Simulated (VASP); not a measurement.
# Al in VASP: single point with PBEsol+D3(BJ)

Aim: the single point of Al with PBEsol+D3(BJ).

Everything below comes from runs of VASP 6.6.1. Logs are shortened: lines on timing, memory, paths and dates and some standing lists are left out, and cuts for length are marked.

### Step 1. The cell of the first run

The typed cell holds 1 atom: a = 2.782 Å, b = 2.782 Å, c = 3.213 Å, α = 54.73°, β = 54.73°, γ = 70.53°.

This isn't the form of Al at room conditions, which is fcc.

### Step 2. Single point, PBEsol+D3(BJ)

Contents of INCAR:

```
PREC = Accurate
ENCUT = 520
EDIFF = 1E-6
ISMEAR = 0
SIGMA = 0.15
LREAL = F
LASPH = T
NELM = 100
ALGO = Normal
ISIF = 2
LWAVE = F
LCHARG = T
GGA = PS
IVDW = 12
LELF = T
LVHAR = T
NBANDS = 8
```

Contents of KPOINTS:

```
Automatic mesh
0
Gamma
  22 22 22
```

Contents of POSCAR:

```
Al
1.0
    0.0000000000      2.2719551060      1.6062722599
    2.2719551060      0.0000000000      1.6062722599
    2.2719551060      2.2719551060      0.0000000000
Al
1
Direct
    0.0000000000      0.0000000000      0.0000000000
```

Potentials or basis: VASP PAW PBE potentials, release 64 (Al).

Run with:

```
$ cat potpaw_PBE.64/Al/POTCAR > POTCAR
$ mpirun -np 1 vasp_std > vasp.out
```

OUTCAR:

```text
PREC = Accurate
   ENCUT = 520
   EDIFF = 1E-6
   ISMEAR = 0
   LREAL = F
   LASPH = T
   NELM = 100
   ISIF = 2
   GGA = PS
   IVDW = 12
 IVDW          = 12

 ion  position               nearest neighbor table
   1  0.000  0.000  0.000-

  LATTYP: Found a body centered tetragonal cell.
 ALAT       =     3.2130297240
 C/A-ratio  =     0.9998489886

  Lattice vectors:

 A1 = (   0.0000000000,  -2.2719551060,  -1.6062722599)
 A2 = (   0.0000000000,   2.2719551060,  -1.6062722599)
 A3 = (   2.2719551060,   0.0000000000,   1.6062722599)

Analysis of symmetry for initial positions (statically):
=====================================================================
 Subroutine PRICEL returns:
 Original cell was already a primitive cell.

 Routine SETGRP: Setting up the symmetry group for a
 body centered tetragonal supercell.

 Subroutine GETGRP returns: Found 16 space group operations
 (whereof 16 operations were pure point group operations)
 out of a pool of 16 trial point group operations.

The static configuration has the point symmetry D_4h.

Analysis of symmetry for dynamics (positions and initial velocities):
=====================================================================
 Subroutine PRICEL returns:
 Original cell was already a primitive cell.

 Routine SETGRP: Setting up the symmetry group for a
 body centered tetragonal supercell.

 Subroutine GETGRP returns: Found 16 space group operations
 (whereof 16 operations were pure point group operations)
 out of a pool of 16 trial point group operations.

The dynamic configuration has the point symmetry D_4h.

 Subroutine INISYM returns: Found 16 space group operations
 (whereof 16 operations are pure point group operations),
 and found     1 'primitive' translations

----------------------------------------------------------------------------------------

                                     Primitive cell

  volume of cell :      16.5824

  direct lattice vectors                    reciprocal lattice vectors
     0.000000000  2.271955106  1.606272260    -0.220074771  0.220074771  0.311279733
     2.271955106  0.000000000  1.606272260     0.220074771 -0.220074771  0.311279733
     2.271955106  2.271955106  0.000000000     0.220074771  0.220074771 -0.311279733

  length of vectors
     2.782425305  2.782425305  3.213029724     0.440182782  0.440182782  0.440182782

  position of ions in fractional coordinates (direct lattice)
     0.000000000  0.000000000  0.000000000

  ion indices of the primitive-cell ions
   primitive index   ion index
                 1           1

----------------------------------------------------------------------------------------

 KPOINTS: Automatic mesh

Automatic generation of k-mesh.
 Grid dimensions read from file:
 generate k-points for:   22   22   22

 Generating k-lattice:

  Cartesian coordinates                     Fractional coordinates (reciprocal lattice)
    -0.010003399  0.010003399  0.014149079     0.045454545  0.000000000  0.000000000
     0.010003399 -0.010003399  0.014149079     0.000000000  0.045454545  0.000000000
     0.010003399  0.010003399 -0.014149079     0.000000000  0.000000000  0.045454545

  Length of vectors
     0.020008308  0.020008308  0.020008308

  Shift w.r.t. Gamma in fractional coordinates (k-lattice)
     0.000000000  0.000000000  0.000000000

 Subroutine IBZKPT returns following result:
 ===========================================

 Found    834 irreducible k-points:

 Following reciprocal coordinates:
            Coordinates               Weight
  0.000000  0.000000  0.000000      1.000000
  0.045455 -0.000000  0.000000      8.000000
  0.090909 -0.000000  0.000000      8.000000
  0.136364 -0.000000  0.000000      8.000000
  0.181818 -0.000000  0.000000      8.000000
  0.227273  0.000000  0.000000      8.000000
[... 16 lines left out ...]
  0.500000  0.045455  0.000000      8.000000
 -0.454545  0.045455  0.000000      8.000000
 [... further k-points ...]
   k-points           NKPTS =    834   k-points in BZ     NKDIM =    834   number of bands    NBANDS=      8
   number of dos      NEDOS =    301   number of ions     NIONS =      1
   total plane-waves  NPLWV =  13824
   dimension x,y,z NGX =    24 NGY =   24 NGZ =   24
   dimension x,y,z NGXF=    48 NGYF=   48 NGZF=   48
   ions per type =               1
   NGX,Y,Z   is equivalent  to a cutoff of  14.34, 14.34, 12.42 a.u.
   NGXF,Y,Z  is equivalent  to a cutoff of  28.68, 28.68, 24.84 a.u.
 SYSTEM =  unknown system
   PREC   = accura    normal or accurate (medium, high low for compatibility)
   ISTART =      0    job   : 0-new  1-cont  2-samecut
   ICHARG =      2    charge: 1-file 2-atom 10-const
   ISPIN  =      1    spin polarized calculation?
   LNONCOLLINEAR =      F non collinear calculations
   LSORBIT =      F    spin-orbit coupling
   LASPH  =      T    aspherical Exc in radial PAW
   ENCUT  =  520.0 eV  38.22 Ry    6.18 a.u.   5.17  5.17  5.97*2*pi/ulx,y,z
   NELM   =    100;   NELMIN=  2; NELMDL= -5     # of ELM steps
   EDIFF  = 0.1E-05   stopping-criterion for ELM
   LREAL  =      F    real-space projection
   EDIFFG = 0.1E-04   stopping-criterion for IOM
   NSW    =      0    number of steps for IOM
   IBRION =     -1    ionic relax: 0-MD 1-quasi-New 2-CG
   NFREE  =      0    steps in history (QN), initial steepest desc. (CG)
   ISIF   =      2    stress and relaxation
   ISYM   =      2    0-nonsym 1-usesym 2-fastsym
   POTIM  = 0.5000    time-step for ionic-motion
   TEBEG  =    0.0;   TEEND  =   0.0 temperature during run
   PSTRESS=    0.0 pullay stress
   NELECT =       3.0000    total number of electrons
   NUPDOWN=      -1.0000    fix difference up-down
   EMIN   =  10.00;   EMAX   =-10.00  energy-range for DOS
   EFERMI =   0.00;   METHOD = LEGACY
   ISMEAR =     0;   SIGMA  =   0.15  broadening in eV -4-tet -1-fermi 0-gaus
   EFERMI_NEDOS =   21; number of points for ismear=-14 and -15
   IALGO  =     38    algorithm
   IMIX   =      4    mixing-type and parameters
     AMIX     =   0.40;   BMIX     =  1.00
     AMIX_MAG =   1.60;   BMIX_MAG =  1.00
  volume/ion in A,a.u.               =      16.58       111.90
  Fermi-wavevector in a.u.,A,eV,Ry     =   0.925903  1.749704 11.664236  0.857297
  Thomas-Fermi vector in A             =   2.051808
   LORBIT       =      0    0 simple, 1 ext, 2 COOP (PROOUT), +10 PAW based schemes
   GGA     = PS    functional components
   LHFCALC =     F    Hartree Fock is set to
   AEXX    =    0.0000 exact exchange contribution
   IVDW    =    12    specifies the selected vdW correction
   LEPSILON=     F    determine dielectric tensor
   LRPA    =     F    only Hartree local field effects (RPA)
 non-spin polarized calculation
 Gauss-broadening in eV      SIGMA  =   0.15
  energy-cutoff  :      520.00
  volume of cell :       16.58
 maximum number of plane-waves:       466
 NGX is ok and might be reduce to    24
   NGX = 11   NGY = 11   NGZ = 11

 number of electron       3.0000000 magnetization

 Free energy of the ion-electron system (eV)
  ---------------------------------------------------
  ext. energy  EPLUGINS =         0.00000000
  ---------------------------------------------------
  free energy    TOTEN  =        -3.99707633 eV

  energy without entropy =       -3.99258552  energy(sigma->0) =       -3.99483093

 E-fermi :   7.9133     XC(G=0): -10.2425

 val. band max:        7.8963465682   @ k =  -0.4091   0.3636   0.0909
 cond. band min:       7.9229291688   @ k =  -0.4545   0.3636   0.1818
 fundamental gap:      0.0265826005
 Fermi energy:         7.9133328754

 k-point     1 :       0.0000    0.0000    0.0000
  band No.  band energies     occupation
      1      -3.1927      2.00000
      2      21.1088      0.00000
      3      21.1123      0.00000
      4      21.1123      0.00000
      5      22.5041      0.00000
      6      22.5041      0.00000
      7      22.5056      0.00000
      8      24.1437      0.00000

 k-point     2 :       0.0455   -0.0000    0.0000
  band No.  band energies     occupation
      1      -3.1334      2.00000
      2      20.2716      0.00000
      3      20.5878      0.00000
      4      20.8563      0.00000
      5      22.2484      0.00000
      6      22.8867      0.00000
      7      23.1255      0.00000
      8      23.5386      0.00000

 k-point     3 :       0.0909   -0.0000    0.0000
  band No.  band energies     occupation
      1      -2.9558      2.00000
      2      18.6368      0.00000
      3      19.7726      0.00000
      4      20.2489      0.00000
      5      21.6470      0.00000
      6      22.7324      0.00000
      7      23.4583      0.00000
      8      24.2402      0.00000

 k-point     4 :       0.1364   -0.0000    0.0000
  band No.  band energies     occupation
      1      -2.6601      2.00000
      2      16.7874      0.00000
      3      18.9954      0.00000
      4      19.5168      0.00000
      5      20.9419      0.00000
      6      22.0789      0.00000
      7      23.9904      0.00000
      8      24.4462      0.00000

 k-point     5 :       0.1818   -0.0000    0.0000
  band No.  band energies     occupation
      1      -2.2473      2.00000
      2      14.9102      0.00000
      3      18.2988      0.00000
      4      18.7859      0.00000
      5      20.2531      0.00000
      6      21.4875      0.00000
      7      24.5603      0.00000
      8      24.7563      0.00000

 k-point     6 :       0.2273    0.0000    0.0000
  band No.  band energies     occupation
      1      -1.7182      2.00000
      2      13.0738      0.00000
      3      17.6923      0.00000
      4      18.1130      0.00000
      5      19.6278      0.00000
      6      20.9466      0.00000
      7      25.1622      0.00000
      8      25.1938      0.00000

 k-point     7 :       0.2727    0.0000    0.0000
  band No.  band energies     occupation
      1      -1.0742      2.00000
      2      11.3067      0.00000
      3      17.1788      0.00000
      4      17.5241      0.00000
      5      19.0858      0.00000
      6      20.4626      0.00000
      7      25.6583      0.00000
      8      25.9053      0.00000
[... 133 lines left out ...]
 k-point    20 :       0.3636    0.0455    0.0000
  band No.  band energies     occupation
      1       0.6097      2.00000
      2       8.0835      0.10873
      3      15.4339      0.00000
      4      17.7015      0.00000
      5      17.7498      0.00000
      6      20.2960      0.00000
      7      25.2690      0.00000
      8      28.9225      0.00000

 k-point    21 :       0.4091    0.0455    0.0000
  band No.  band energies     occupation
      1       1.5866      2.00000
      2       6.5884      2.00000
      3      15.1783      0.00000
      4      17.4407      0.00000
      5      17.4948      0.00000
      6      20.0789      0.00000
      7      26.0638      0.00000
      8      29.2566      0.00000

 k-point    22 :       0.4545    0.0455    0.0000
  band No.  band energies     occupation
      1       2.6651      2.00000
      2       5.1985      2.00000
      3      15.0246      0.00000
      4      17.2835      0.00000
      5      17.3415      0.00000
      6      19.9442      0.00000
      7      26.8972      0.00000
      8      28.9237      0.00000

 k-point    23 :       0.5000    0.0455    0.0000
  band No.  band energies     occupation
      1       3.6546      2.00000
      2       4.1052      2.00000
      3      14.9731      0.00000
      4      17.2309      0.00000
      5      17.2904      0.00000
      6      19.8987      0.00000
      7      27.4519      0.00000
      8      28.4595      0.00000

 k-point    24 :      -0.4545    0.0455    0.0000
  band No.  band energies     occupation
      1       2.6648      2.00000
      2       5.1989      2.00000
      3      15.0242      0.00000
      4      17.2832      0.00000
      5      17.3418      0.00000
      6      19.9446      0.00000
      7      26.9019      0.00000
      8      28.9188      0.00000

 [... further k-points ...]

------------------------ aborting loop because EDIFF is reached ----------------------------------------

 Edisp (eV)   -0.31606

 E8    (eV) :    -0.2129

  FORCE on cell =-STRESS in cart. coord.  units (eV):
  Direction    XX          YY          ZZ          XY          YZ          ZX
  --------------------------------------------------------------------------------------
  -------------------------------------------------------------------------------------
  Total      -0.32120    -0.32120    -0.32149     0.00000     0.00000     0.00000
  in kB     -31.03384   -31.03384   -31.06179     0.00000     0.00000     0.00000
  external pressure =      -31.04 kB  Pullay stress =        0.00 kB

 VOLUME and BASIS-vectors are now :
 -----------------------------------------------------------------------------
  energy-cutoff  :      520.00
  volume of cell :       16.58
      direct lattice vectors                 reciprocal lattice vectors
     0.000000000  2.271955106  1.606272260    -0.220074771  0.220074771  0.311279733
     2.271955106  0.000000000  1.606272260     0.220074771 -0.220074771  0.311279733
     2.271955106  2.271955106  0.000000000     0.220074771  0.220074771 -0.311279733

 POSITION                                       TOTAL-FORCE (eV/Angst)
 -----------------------------------------------------------------------------------
      0.00000      0.00000      0.00000         0.000000      0.000000     -0.000000
 -----------------------------------------------------------------------------------
    total drift:                                0.000000      0.000000      0.000000

  FREE ENERGIE OF THE ION-ELECTRON SYSTEM (eV)
  ---------------------------------------------------
  free  energy   TOTEN  =        -4.3131356618 eV

  energy  without entropy=       -4.3086448490  energy(sigma->0) =       -4.31089026
```

Run time: 56 s. Hardware: 1 thread of Intel Xeon 8259CL, shared host; peak memory 0.22 GiB.

Results:

| Property | Result |
| --- | --- |
| Free energy | -4.3131 eV |
| Pressure | -3.1 GPa |
| Band gap on the k mesh | zero (an odd number of electrons rules out a gap without spin polarisation) |
| Dispersion energy per atom | -0.316 eV |

Caveat: the cell stands under tension; the PAW data sets were made with another functional, which shifts forces and pressure a little.
